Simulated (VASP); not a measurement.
Crystal: HfMoC2.

```
Hf Mo C
1.0
     3.19142    0.00000    0.00000
     0.00000    3.19142    0.00000
     0.00000    0.00000    4.48516
Hf Mo C
1 1 2
Direct
  0.00000 0.00000 0.00000
  0.50000 0.50000 0.50000
  0.50000 0.50000 0.00000
  0.00000 0.00000 0.50000
```

| Quantity | Value |
| --- | --- |
| Program | VASP 6.6.1 |
| Task | relaxation of cell and atoms |
| Functional | PBEsol |
| Potentials or basis | VASP PAW PBE potentials, release 64 (Hf_pv, Mo_sv, C) |
| Cutoff | 600 eV |
| k mesh | 8 × 8 × 6 |
| Occupations | fermi-dirac, width 0.05 eV |
| Spin | no spin polarisation |
| Hubbard terms | Hf d U = 1.0 eV, Mo d U = 1.0 eV |

At the start: pressure -6.3 GPa; volume 11.42 Å³/atom.

Question: Where does the relaxation end?

Answer: Over 6 steps the energy falls by 5.9 meV/atom and the volume is 11.17 Å³/atom (-2.2 %); space group P4/mmm (No. 123, to 0.05 Å).

Step by step:
```csv
step,energy change (eV),largest force (eV/Å),pressure (GPa),volume (Å³)
1,0.0000,0.0000,-6.27,45.68
2,0.0598,0.0000,14.10,42.79
3,-0.0230,0.0000,0.15,44.65
4,-0.0231,0.0000,0.28,44.63
5,-0.0233,0.0000,-0.04,44.70
6,-0.0235,0.0000,0.07,44.67
```

Final structure:
```xyz
4
Lattice="3.1765 0.0000 0.0000 0.0000 3.1765 0.0000 0.0000 0.0000 4.4273" Properties=species:S:1:pos:R:3 pbc="T T T"
Hf    0.0000    0.0000    0.0000
Mo    1.5882    1.5882    2.2136
C     1.5882    1.5882    0.0000
C     0.0000    0.0000    2.2136
```

Caveat: the PAW data sets were made with another functional, which shifts forces and pressure a little; U without spin polarisation on a metal has little footing; the U is typed as a test and isn't derived for this compound.
